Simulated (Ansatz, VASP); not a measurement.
## Two plane-wave programs on Tc

```
Tc
1.0
     2.74000    0.00000    0.00000
    -1.37000    2.37291    0.00000
     0.00000    0.00000    4.39800
Tc
2
Direct
  0.66667 0.33333 0.75000
  0.33333 0.66667 0.25000
```

Alike in both runs: task single point; functional r2SCAN; k mesh 11 × 11 × 6; occupations fermi-dirac, width 0.05 eV; no spin polarisation.

```csv
,VASP,Ansatz
version,VASP 6.6.1,Ansatz 0.2.0
potentials or method,"VASP PAW PBE potentials, release 64 (Tc_pv)",Ansatz PAW earlier set
plane-wave cutoff (eV),520,500
valence electrons in the cell,26,30
```

|  | VASP | Ansatz | Ansatz less VASP |
| --- | --- | --- | --- |
| gap on the k mesh at the Fermi level (eV) | none | none | - |
| pressure (GPa) | -1.7 | -2.2 | -0.51 |
| traceless stress, the component that is largest in VASP (GPa) | 0.35 | 0.23 | -0.118 |

VASP's potentials were made for PBE, not for r2SCAN. A gap of «none» marks a metal or a gap that the smearing closes. With one functional, cell and mesh, what is left measures potentials, basis and numerics. VASP's potentials hold 26 valence electrons a cell and Ansatz's 30, so a difference there can come from the potentials and not from the codes.
